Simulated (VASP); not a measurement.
# In (Pm-3m) in VASP: notebook

Runs on In. Level: PBEsol. Tasks: single point.

Program: VASP 6.6.1. These are calculated values, not measurements. Logs are shortened: lines on timing, memory, paths and dates and some standing lists are left out, and cuts for length are marked.

**1. The cell of the first run**

It takes space group Pm-3m (No. 221, cubic). The conventional cell has a = 2.932 Å, b = 2.932 Å, c = 2.932 Å, α = 90.00°, β = 90.00°, γ = 90.00°. Within 3.9 Å of In (site symmetry m-3m) lie 6 In at 2.93 Å.

**2. Single point, PBEsol (volume scaled by 0.92)**

File INCAR:

```
SYSTEM = In
  PREC = Accurate
  ENCUT = 520
  EDIFF = 1E-7
  ISMEAR = -1
  SIGMA = 0.1
  LREAL = .FALSE.
  LASPH = .TRUE.
  NELM = 60
  ALGO = Normal
  ISIF = 2
  LWAVE = .FALSE.
  LCHARG = .FALSE.
  GGA = PS
  NBANDS = 12
```

File KPOINTS:

```
regular mesh
0
G
  12 12 12
  0 0 0
```

File POSCAR:

```
In
1.0
    2.9316187885      0.0000000000      0.0000000000
    0.0000000000      2.9316187885      0.0000000000
    0.0000000000      0.0000000000      2.9316187885
In
1
Direct
    0.0000000000      0.0000000000      0.0000000000
```

Potentials or basis: VASP PAW PBE potentials, release 64 (In_d).

On the command line:

```console
$ cat potpaw_PBE.64/In_d/POTCAR > POTCAR
$ mpirun -np 1 vasp_std > vasp.out
```

OUTCAR:

```text
SYSTEM = In
   PREC = Accurate
   ENCUT = 520
   EDIFF = 1E-7
   ISMEAR = -1
   LREAL = .FALSE.
   LASPH = .TRUE.
   NELM = 60
   ISIF = 2
   GGA = PS

 ion  position               nearest neighbor table
   1  0.000  0.000  0.000-

  LATTYP: Found a simple cubic cell.
 ALAT       =     2.9316187885

  Lattice vectors:

 A1 = (   2.9316187885,   0.0000000000,   0.0000000000)
 A2 = (   0.0000000000,   2.9316187885,   0.0000000000)
 A3 = (   0.0000000000,   0.0000000000,   2.9316187885)

Analysis of symmetry for initial positions (statically):
=====================================================================
 Subroutine PRICEL returns:
 Original cell was already a primitive cell.

 Routine SETGRP: Setting up the symmetry group for a
 simple cubic supercell.

 Subroutine GETGRP returns: Found 48 space group operations
 (whereof 48 operations were pure point group operations)
 out of a pool of 48 trial point group operations.

The static configuration has the point symmetry O_h .

Analysis of symmetry for dynamics (positions and initial velocities):
=====================================================================
 Subroutine PRICEL returns:
 Original cell was already a primitive cell.

 Routine SETGRP: Setting up the symmetry group for a
 simple cubic supercell.

 Subroutine GETGRP returns: Found 48 space group operations
 (whereof 48 operations were pure point group operations)
 out of a pool of 48 trial point group operations.

The dynamic configuration has the point symmetry O_h .

 Subroutine INISYM returns: Found 48 space group operations
 (whereof 48 operations are pure point group operations),
 and found     1 'primitive' translations

----------------------------------------------------------------------------------------

                                     Primitive cell

  volume of cell :      25.1955

  direct lattice vectors                    reciprocal lattice vectors
     2.931618788  0.000000000  0.000000000     0.341108470  0.000000000  0.000000000
     0.000000000  2.931618788  0.000000000     0.000000000  0.341108470  0.000000000
     0.000000000  0.000000000  2.931618788     0.000000000  0.000000000  0.341108470

  length of vectors
     2.931618788  2.931618788  2.931618788     0.341108470  0.341108470  0.341108470

  position of ions in fractional coordinates (direct lattice)
     0.000000000  0.000000000  0.000000000

  ion indices of the primitive-cell ions
   primitive index   ion index
                 1           1
[... 73 lines left out ...]
   LREAL  =      F    real-space projection
   EDIFFG = 0.1E-05   stopping-criterion for IOM
   NSW    =      0    number of steps for IOM
   IBRION =     -1    ionic relax: 0-MD 1-quasi-New 2-CG
   NFREE  =      0    steps in history (QN), initial steepest desc. (CG)
   ISIF   =      2    stress and relaxation
   ISYM   =      2    0-nonsym 1-usesym 2-fastsym
   POTIM  = 0.5000    time-step for ionic-motion
   TEBEG  =    0.0;   TEEND  =   0.0 temperature during run
   PSTRESS=    0.0 pullay stress
   NELECT =      13.0000    total number of electrons
   NUPDOWN=      -1.0000    fix difference up-down
   EMIN   =  10.00;   EMAX   =-10.00  energy-range for DOS
   EFERMI =   0.00;   METHOD = LEGACY
   ISMEAR =    -1;   SIGMA  =   0.10  broadening in eV -4-tet -1-fermi 0-gaus
   EFERMI_NEDOS =   21; number of points for ismear=-14 and -15
   IALGO  =     38    algorithm
   IMIX   =      4    mixing-type and parameters
     AMIX     =   0.40;   BMIX     =  1.00
     AMIX_MAG =   1.60;   BMIX_MAG =  1.00
  volume/ion in A,a.u.               =      25.20       170.03
  Fermi-wavevector in a.u.,A,eV,Ry     =   1.313052  2.481308 23.457865  1.724104
  Thomas-Fermi vector in A             =   2.443401
   LORBIT       =      0    0 simple, 1 ext, 2 COOP (PROOUT), +10 PAW based schemes
   GGA     = PS    functional components
   LHFCALC =     F    Hartree Fock is set to
   AEXX    =    0.0000 exact exchange contribution
   IVDW    =     0    specifies the selected vdW correction
   LEPSILON=     F    determine dielectric tensor
   LRPA    =     F    only Hartree local field effects (RPA)
 non-spin polarized calculation
  energy-cutoff  :      520.00
  volume of cell :       25.20
 maximum number of plane-waves:       703
 NGX is ok and might be reduce to    24
   NGX = 11   NGY = 11   NGZ = 11

 number of electron      12.9999992 magnetization

 Free energy of the ion-electron system (eV)
  ---------------------------------------------------
  ext. energy  EPLUGINS =         0.00000000
  ---------------------------------------------------
  free energy    TOTEN  =        -2.86559347 eV

  energy without entropy =       -2.85146142  energy(sigma->0) =       -2.85852745

 E-fermi :   7.5437     XC(G=0): -10.5137

 val. band max:        7.4723363359   @ k =   0.3333   0.1667   0.0833
 cond. band min:       7.6183657677   @ k =   0.5000   0.4167   0.2500
 fundamental gap:      0.1460294317
 Fermi energy:         7.5437126474

 k-point     1 :       0.0000    0.0000    0.0000
  band No.  band energies     occupation
      1      -7.5563      2.00000
      2      -7.5563      2.00000
      3      -6.5815      2.00000
      4      -6.5815      2.00000
      5      -6.5815      2.00000
      6      -2.2387      2.00000
      7      15.4764      0.00000
      8      15.4764      0.00000
      9      15.4764      0.00000
     10      18.9029      0.00000
     11      18.9029      0.00000
     12      20.2941      0.00000
[... 331 lines left out ...]
 k-point    24 :       0.4167    0.3333    0.0000
  band No.  band energies     occupation
      1      -7.2486      2.00000
      2      -7.1648      2.00000
      3      -6.8078      2.00000
      4      -6.7544      2.00000
      5      -6.5443      2.00000
      6       3.0798      2.00000
      7       6.7357      1.99938
      8       9.9956      0.00000
      9      14.1871      0.00000
     10      21.0860      0.00000
     11      22.1632      0.00000
     12      24.0984      0.00000

 [... further k-points ...]
[... 5 lines left out ...]
  --------------------------------------------------------------------------------------
  -------------------------------------------------------------------------------------
  Total        0.6520663      0.6520663      0.6520663      0.0000000     -0.0000000      0.0000000
  in kB       41.4648281     41.4648281     41.4648281      0.0000000     -0.0000000      0.0000000
  external PRESSURE =      41.4648281 kB  Pullay stress =       0.0000000 kB

 VOLUME and BASIS-vectors are now :
 -----------------------------------------------------------------------------
  energy-cutoff  :      520.00
  volume of cell :       25.20
      direct lattice vectors                 reciprocal lattice vectors
     2.931618788  0.000000000  0.000000000     0.341108470  0.000000000  0.000000000
     0.000000000  2.931618788  0.000000000     0.000000000  0.341108470  0.000000000
     0.000000000  0.000000000  2.931618788     0.000000000  0.000000000  0.341108470

 POSITION                                       TOTAL-FORCE (eV/Angst)
 -----------------------------------------------------------------------------------
      0.00000      0.00000      0.00000         0.000000      0.000000      0.000000
 -----------------------------------------------------------------------------------
    total drift:                                0.000000     -0.000000      0.000000

  FREE ENERGIE OF THE ION-ELECTRON SYSTEM (eV)
  ---------------------------------------------------
  free  energy   TOTEN  =        -2.8655934720 eV

  energy  without entropy=       -2.8514614187  energy(sigma->0) =       -2.85852745
```

stdout:

```text
POSCAR found type information on POSCAR In
 POSCAR found :  1 types and       1 ions
 scaLAPACK will be used
 -----------------------------------------------------------------------------
|                                                                             |
|                                                                             |
|     You enforced a specific xc type in the INCAR file but a different       |
|     I HOPE YOU KNOW WHAT YOU ARE DOING!                                     |
|                                                                             |
 -----------------------------------------------------------------------------

 LDA part: xc-table for (Slater+PW92), standard interpolation
 POSCAR, INCAR and KPOINTS ok, starting setup
 FFT: planning ... GRIDC
 FFT: planning ... GRID_SOFT
 FFT: planning ... GRID
 WAVECAR not read
 entering main loop
```

Wall time 14 s (1 thread of Intel Xeon Platinum 8259CL at 2.50GHz (Skylake/Cascade Lake), shared host); peak memory 0.15 GiB.

What came out:

```yaml
Free_energy: -2.8656 eV
Pressure: 4.1 GPa
```

Caveat: the PAW data sets were made with another functional, which shifts forces and pressure a little; spin-orbit coupling is left out, which moves the levels of the heavy elements.

**3. Single point, PBEsol (volume scaled by 0.96)**

File INCAR:

```
PREC = Accurate
ENCUT = 520
EDIFF = 1E-6
ISMEAR = -1
SIGMA = 0.1
LREAL = F
LASPH = T
NELM = 60
ALGO = Normal
ISIF = 2
LWAVE = F
LCHARG = F
GGA = PS
NBANDS = 12
```

File KPOINTS:

```
Automatic mesh
0
Gamma
  12 12 12
```

File POSCAR:

```
In
1.0
    2.9735047159      0.0000000000      0.0000000000
    0.0000000000      2.9735047159      0.0000000000
    0.0000000000      0.0000000000      2.9735047159
In
1
Direct
    0.0000000000      0.0000000000      0.0000000000
```

Potentials or basis: VASP PAW PBE potentials, release 64 (In_d).

On the command line:

```console
$ cat potpaw_PBE.64/In_d/POTCAR > POTCAR
$ mpirun -np 1 vasp_std > vasp.out
```

It took 14 s on 1 thread of Intel Xeon Platinum 8259CL at 2.50GHz (Skylake/Cascade Lake), shared host; peak memory 0.15 GiB.

The run converged. Its results:

```
Free energy : -2.8859 eV
Pressure    : 1.7 GPa
```

Levels at points of the mesh, in eV from the Fermi level:
| k point | band 2 | band 3 | band 4 | band 5 | band 6 | band 7 | band 8 | band 9 | band 10 | band 11 |
| --- | --- | --- | --- | --- | --- | --- | --- | --- | --- | --- |
| (0.00, 0.00, 0.00) | -15.01 | -14.13 | -14.13 | -14.13 | -9.51 | 7.70 | 7.70 | 7.70 | 11.05 | 11.05 |
| (0.50, 0.00, 0.00) | -14.43 | -14.37 | -14.37 | -14.11 | -5.48 | -3.70 | 11.07 | 11.07 | 12.98 | 13.23 |
| (0.50, 0.50, 0.00) | -14.68 | -14.34 | -14.34 | -13.88 | -1.30 | -0.71 | -0.71 | 3.95 | 15.12 | 15.80 |
| (0.50, 0.50, 0.50) | -14.69 | -14.69 | -13.87 | -13.87 | 2.25 | 2.25 | 2.25 | 3.68 | 7.46 | 7.48 |

Caveat: the PAW data sets were made with another functional, which shifts forces and pressure a little; spin-orbit coupling is left out, which moves the levels of the heavy elements.
